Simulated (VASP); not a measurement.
**ZnS: vibrations by perturbation theory with LDA**

Crystal: ZnS.

```
CELL_PARAMETERS angstrom
0.00000 2.61145 2.61145
2.61145 0.00000 2.61145
2.61145 2.61145 0.00000
ATOMIC_POSITIONS crystal
Zn 0.00000 0.00000 0.00000
S 0.75000 0.75000 0.75000
```

```yaml
Program: VASP 6.6.1
Task: vibrations by perturbation theory
Functional: LDA
Potentials_or_basis: VASP PAW LDA potentials, release 64 (Zn, S)
Cutoff: 520 eV
k_mesh: 10 × 10 × 10
Occupations: gaussian, width 0.01 eV
Spin: no spin polarisation
Dipole_correction: no
Further_INCAR_settings: ALGO = Normal; EDIFF = 1e-08; NBANDS = 16; IBRION = 8; NSW = 1
```

The electronic dielectric tensor (diagonal) is 6.14 and the born charges (mean of the diagonal) is Zn +1.85; S -1.85 e. The highest phonon frequency at Γ, LO-TO splitting left out is 314 cm⁻¹.

Phonon frequencies in cm⁻¹ (negative: imaginary):
| q point | frequencies |
| --- | --- |
| (0.000, 0.000, 0.000) | -1 -1 -1 314 314 314 |

Electronic dielectric tensor:
```
6.14 0.00 0.00
0.00 6.14 0.00
0.00 0.00 6.14
```

Born effective charge tensors (e):
atom 1, Zn
```
1.85 0.00 0.00
0.00 1.85 0.00
0.00 0.00 1.85
```
atom 2, S
```
-1.85  0.00  0.00
 0.00 -1.85  0.00
 0.00  0.00 -1.85
```

Wall time 4.8 min on 1 thread of Intel(R) Xeon(R) 6975P-C (Granite Rapids), with other jobs on the host, peak memory 0.35 GiB.

Caveat: the cell wasn't relaxed at this level first, which shifts response properties.
